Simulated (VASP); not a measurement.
# KSrRe4 (F-43m) in VASP: further runs, part 2 of 2

VASP 6.6.1.

### Step 3. Single point, PBE

This run uses another cell than the first one, of 19.79 Å³/atom.

INCAR reads:

```
PREC = Accurate ; ENCUT = 520
EDIFF = 1E-6 ; ISMEAR = 0
SIGMA = 0.1 ; LREAL = F
LASPH = T ; NELM = 100
ALGO = Normal ; ISIF = 2
LWAVE = F ; LCHARG = F
GGA = PE ; NBANDS = 32
```

KPOINTS reads:

```
Automatic mesh
0
Gamma
  8 8 8
```

POSCAR reads:

```
KSrRe4
1.0
    0.0000000000      3.9011052962      3.9011052962
    3.9011052962      0.0000000000      3.9011052962
    3.9011052962      3.9011052962      0.0000000000
K Sr Re
1 1 4
Direct
    0.0000000000      0.0000000000      0.0000000000
    0.2500000000      0.2500000000      0.2500000000
    0.6251471421      0.6251471421      0.6251471421
    0.6251471421      0.6251471421      0.1245585738
    0.6251471421      0.1245585738      0.6251471421
    0.1245585738      0.6251471421      0.6251471421
```

Potentials or basis: VASP PAW PBE potentials, release 64 (K_sv, Sr_sv, Re).

On the command line:

```
$ cat potpaw_PBE.64/K_sv/POTCAR potpaw_PBE.64/Sr_sv/POTCAR potpaw_PBE.64/Re/POTCAR > POTCAR
$ mpirun -np 1 vasp_std > vasp.out
```

OUTCAR:

```text
PREC = Accurate
   ENCUT = 520
   EDIFF = 1E-6
   ISMEAR = 0
   LREAL = F
   LASPH = T
   NELM = 100
   ISIF = 2
   GGA = PE

 ion  position               nearest neighbor table
   1  0.000  0.000  0.000-   4 3.23   5 3.23   6 3.23   3 3.23   3 3.23   3 3.23   5 3.23   5 3.23
                             6 3.23   4 3.23   4 3.23   6 3.23   2 3.38   2 3.38   2 3.38   2 3.38
   2  0.250  0.250  0.250-   5 3.23   6 3.23   4 3.23   6 3.23   4 3.23   5 3.23   3 3.23   3 3.23
                             3 3.23   4 3.23   6 3.23   5 3.23   1 3.38   1 3.38   1 3.38   1 3.38
   3  0.625  0.625  0.625-   4 2.76   5 2.76   6 2.76   4 2.76   5 2.76   6 2.76   1 3.23   1 3.23
                             1 3.23   2 3.23   2 3.23   2 3.23
   4  0.625  0.625  0.125-   3 2.76   5 2.76   6 2.76   3 2.76   5 2.76   6 2.76   1 3.23   1 3.23
                             1 3.23   2 3.23   2 3.23   2 3.23
   5  0.625  0.125  0.625-   3 2.76   4 2.76   6 2.76   4 2.76   3 2.76   6 2.76   1 3.23   1 3.23
                             1 3.23   2 3.23   2 3.23   2 3.23
   6  0.125  0.625  0.625-   3 2.76   4 2.76   5 2.76   3 2.76   4 2.76   5 2.76   1 3.23   1 3.23
                             1 3.23   2 3.23   2 3.23   2 3.23

  LATTYP: Found a face centered cubic cell.
 ALAT       =     7.8022105924

  Lattice vectors:

 A1 = (   0.0000000000,   3.9011052962,   3.9011052962)
 A2 = (   3.9011052962,   0.0000000000,   3.9011052962)
 A3 = (   3.9011052962,   3.9011052962,   0.0000000000)

Analysis of symmetry for initial positions (statically):
=====================================================================
 Subroutine PRICEL returns:
 Original cell was already a primitive cell.

 Routine SETGRP: Setting up the symmetry group for a
 face centered cubic supercell.

 Subroutine GETGRP returns: Found 24 space group operations
 (whereof 24 operations were pure point group operations)
 out of a pool of 48 trial point group operations.

The static configuration has the point symmetry T_d .

Analysis of symmetry for dynamics (positions and initial velocities):
=====================================================================
 Subroutine PRICEL returns:
 Original cell was already a primitive cell.

 Routine SETGRP: Setting up the symmetry group for a
 face centered cubic supercell.

[... 141 lines left out ...]
   LEPSILON=     F    determine dielectric tensor
   LRPA    =     F    only Hartree local field effects (RPA)
 non-spin polarized calculation
 Gauss-broadening in eV      SIGMA  =   0.10
  energy-cutoff  :      520.00
  volume of cell :      118.74
 maximum number of plane-waves:      3250
 NGX is ok and might be reduce to    42
   NGX = 21   NGY = 21   NGZ = 21

 number of electron      46.9999997 magnetization

 Free energy of the ion-electron system (eV)
  ---------------------------------------------------
  ext. energy  EPLUGINS =         0.00000000
  ---------------------------------------------------
  free energy    TOTEN  =       -46.53900027 eV

  energy without entropy =      -46.51225039  energy(sigma->0) =      -46.52562533

 E-fermi :   4.5942     XC(G=0): -11.5177

 val. band max:        4.5917097482   @ k =  -0.1250   0.1250   0.0000
 cond. band min:       4.6087735347   @ k =   0.2500   0.0000   0.0000
 fundamental gap:      0.0170637864
 Fermi energy:         4.5941538190

 k-point     1 :       0.0000    0.0000    0.0000
  band No.  band energies     occupation
      1     -29.1076      2.00000
      2     -24.4450      2.00000
      3     -11.3728      2.00000
      4     -11.3728      2.00000
      5     -11.3728      2.00000
      6      -8.1912      2.00000
[... 829 lines left out ...]
     31       7.3675      0.00000
     32       7.8511      0.00000

 [... further k-points ...]

------------------------ aborting loop because EDIFF is reached ----------------------------------------

  FORCE on cell =-STRESS in cart. coord.  units (eV):
  Direction    XX          YY          ZZ          XY          YZ          ZX
  --------------------------------------------------------------------------------------
  -------------------------------------------------------------------------------------
  Total       -0.1042210     -0.1042210     -0.1042210      0.0000000      0.0000000      0.0000000
  in kB       -1.4062836     -1.4062836     -1.4062836      0.0000000      0.0000000      0.0000000
  external PRESSURE =      -1.4062836 kB  Pullay stress =       0.0000000 kB

 VOLUME and BASIS-vectors are now :
 -----------------------------------------------------------------------------
  energy-cutoff  :      520.00
  volume of cell :      118.74
      direct lattice vectors                 reciprocal lattice vectors
     0.000000000  3.901105296  3.901105296    -0.128168804  0.128168804  0.128168804
     3.901105296  0.000000000  3.901105296     0.128168804 -0.128168804  0.128168804
     3.901105296  3.901105296  0.000000000     0.128168804  0.128168804 -0.128168804

 POSITION                                       TOTAL-FORCE (eV/Angst)
 -----------------------------------------------------------------------------------
      0.00000      0.00000      0.00000         0.000000      0.000000      0.000000
      1.95055      1.95055      1.95055        -0.000000      0.000000      0.000000
      4.87753      4.87753      4.87753         0.001802      0.001802      0.001802
      2.92468      2.92468      4.87753        -0.001802     -0.001802      0.001802
      2.92468      4.87753      2.92468        -0.001802      0.001802     -0.001802
      4.87753      2.92468      2.92468         0.001802     -0.001802     -0.001802
 -----------------------------------------------------------------------------------
    total drift:                               -0.000000     -0.000000     -0.000000

  FREE ENERGIE OF THE ION-ELECTRON SYSTEM (eV)
  ---------------------------------------------------
  free  energy   TOTEN  =       -46.5390002650 eV

  energy  without entropy=      -46.5122503886  energy(sigma->0) =      -46.52562533
```

stdout:

```text
POSCAR found type information on POSCAR K SrRe
 POSCAR found :  3 types and       6 ions
 scaLAPACK will be used
 LDA part: xc-table for (Slater+PW92), standard interpolation
 POSCAR, INCAR and KPOINTS ok, starting setup
 FFT: planning ... GRIDC
 FFT: planning ... GRID_SOFT
 FFT: planning ... GRID
 WAVECAR not read
 entering main loop
```

Run time: 5.9 min. Hardware: 1 thread of Oxide Virtual Turin-like, shared host; peak memory 0.28 GiB.

What came out:

```
Free energy            : -46.5390 eV
Pressure               : -0.1 GPa
Largest force          : 0.003 eV/Å
Band gap on the k mesh : zero (an odd number of electrons rules out a gap without spin polarisation)
```

Forces in eV/Å, atoms in the order of the input:
```
K    0.000  0.000  0.000
Sr   0.000  0.000  0.000
Re   0.002  0.002  0.002
Re  -0.002 -0.002  0.002
Re  -0.002  0.002 -0.002
Re   0.002 -0.002 -0.002
```

Caveat: spin-orbit coupling is left out, which moves the levels of the heavy elements.

### Step 4. Relaxation of cell and atoms, PBE

This run uses another cell than the first one, of 19.79 Å³/atom.

INCAR reads:

```
PREC     = Accurate       # precision mode
ENCUT    = 600            # plane-wave cutoff, eV
EDIFF    = 1E-6           # SCF threshold, eV
ISMEAR   = 0              # smearing method
SIGMA    = 0.1            # smearing width, eV
LREAL    = F              # projectors in reciprocal space
LASPH    = T              # aspherical terms in the spheres
NELM     = 60             # most SCF steps
ALGO     = Fast           # electronic algorithm
ISIF     = 3              # what is computed and relaxed
LWAVE    = F              # write WAVECAR
LCHARG   = F              # write CHGCAR
GGA      = PE             # functional
IBRION   = 2              # ionic algorithm
NSW      = 100            # ionic steps
EDIFFG   = -0.01          # ionic threshold
```

KPOINTS reads:

```
regular mesh
0
Gamma
  8 8 8
```

POSCAR reads:

```
KSrRe4
1.0
    0.0000000000      3.9007915969      3.9007915969
    3.9007915969      0.0000000000      3.9007915969
    3.9007915969      3.9007915969      0.0000000000
K Sr Re
1 1 4
Direct
    0.0000000000      0.0000000000      0.0000000000
    0.2500000000      0.2500000000      0.2500000000
    0.6253878749      0.6253878749      0.6253878749
    0.6253878749      0.6253878749      0.1238363752
    0.6253878749      0.1238363752      0.6253878749
    0.1238363752      0.6253878749      0.6253878749
```

On the command line:

```
$ cat potpaw_PBE.64/K_sv/POTCAR potpaw_PBE.64/Sr_sv/POTCAR potpaw_PBE.64/Re/POTCAR > POTCAR
$ mpirun -np 1 vasp_std > vasp.out
```

It took 58 min on 1 thread of Oxide Virtual Turin-like, shared host; peak memory 0.4 GiB.

Results (log left out):

| Property | Result |
| --- | --- |
| Free energy | -46.5426 eV |
| Relaxed volume | 19.77 Å³/atom |
| Relaxed cell | a = 5.515 Å, b = 5.515 Å, c = 5.515 Å, α = 60.00°, β = 60.00°, γ = 60.00° |
| Space group after relaxing (to 0.1 Å) | F-43m (No. 216) |
| Energy gained by relaxing | 1.0 meV/atom |
| Ionic steps | 11 |
| Pressure after relaxing | 0.1 GPa |
| Largest force after relaxing | 0.006 eV/Å |
| Band gap on the k mesh | zero (an odd number of electrons rules out a gap without spin polarisation) |

Forces in eV/Å, atoms in the order of the input:
```
K    0.000  0.000  0.000
Sr   0.000  0.000  0.000
Re  -0.004 -0.004 -0.004
Re   0.004  0.004 -0.004
Re   0.004 -0.004  0.004
Re  -0.004  0.004  0.004
```

The path:
```tsv
step	energy change (eV)	largest force (eV/Å)	pressure (GPa)	volume (Å³)
1	0.0000	0.0685	0.55	118.71
2	-0.0006	0.0057	-1.48	119.89
3	-0.0054	0.0429	-0.50	119.08
4	-0.0057	0.0559	-0.35	118.94
5	-0.0058	0.0629	-0.15	118.79
6	-0.0058	0.0632	-0.05	118.77
7	-0.0058	0.0623	-0.07	118.78
8	-0.0058	0.0566	-0.12	118.78
9	-0.0062	0.0003	-0.10	118.76
10	-0.0062	0.0021	-0.09	118.76
11	-0.0062	0.0062	0.08	118.60
```

Final structure:
```cif
data_structure
_symmetry_space_group_name_H-M 'P 1'
_symmetry_Int_Tables_number 1
_cell_length_a 5.5148
_cell_length_b 5.5148
_cell_length_c 5.5148
_cell_angle_alpha 60.000
_cell_angle_beta 60.000
_cell_angle_gamma 60.000
_cell_volume 118.60
loop_
_atom_site_label
_atom_site_type_symbol
_atom_site_fract_x
_atom_site_fract_y
_atom_site_fract_z
_atom_site_occupancy
K1 K 0.00000 0.00000 0.00000 1
Sr1 Sr 0.25000 0.25000 0.25000 1
Re1 Re 0.62517 0.62517 0.62517 1
Re2 Re 0.62517 0.62517 0.12448 1
Re3 Re 0.62517 0.12448 0.62517 1
Re4 Re 0.12448 0.62517 0.62517 1
```

Levels at points of the mesh, in eV from the Fermi level:
| k point | band 20 | band 21 | band 22 | band 23 | band 24 | band 25 | band 26 | band 27 | band 28 |
| --- | --- | --- | --- | --- | --- | --- | --- | --- | --- |
| (0.00, 0.00, 0.00) | 0.95 | 0.95 | 1.15 | 1.15 | 1.15 | 1.18 | 1.18 | 1.85 | 1.86 |
| (0.50, 0.00, 0.00) | -1.34 | -1.31 | -1.31 | -0.71 | -0.71 | 1.01 | 1.07 | 1.07 | 1.58 |
| (0.50, 0.50, 0.00) | -1.59 | -1.21 | -0.95 | -0.92 | -0.92 | -0.57 | -0.57 | 1.27 | 1.27 |

Caveat: spin-orbit coupling is left out, which moves the levels of the heavy elements.

### Step 5. The runs side by side

```tsv
task	cell	k mesh	cutoff (eV)	gap on the mesh (eV)	pressure (GPa)	relaxed volume (Å³/atom)	largest force (eV/Å)
relaxation of cell and atoms	relaxed from a = 5.633 Å, angles 60.0°, 6 atoms, atomic positions A	4 × 4 × 4	600	none	0.2	19.78	0.02
single point	a = 5.517 Å, angles 60.0°, 6 atoms, atomic positions B	8 × 8 × 8	520	none	-0.1	-	-
relaxation of cell and atoms	relaxed from a = 5.517 Å, angles 60.0°, 6 atoms, atomic positions C	8 × 8 × 8	600	none	0.1	19.77	0.01
```

Alike in all rows: level PBE; potentials or basis VASP PAW PBE potentials, release 64 (K_sv, Sr_sv, Re); no spin polarisation; smearing gaussian 0.1 eV.

Caveats: spin-orbit coupling is left out, which moves the levels of the heavy elements.

Absolute energies hang on the potentials; compare differences alone.

The gap in the log of VASP goes by the Fermi energy; the results here count the filled bands.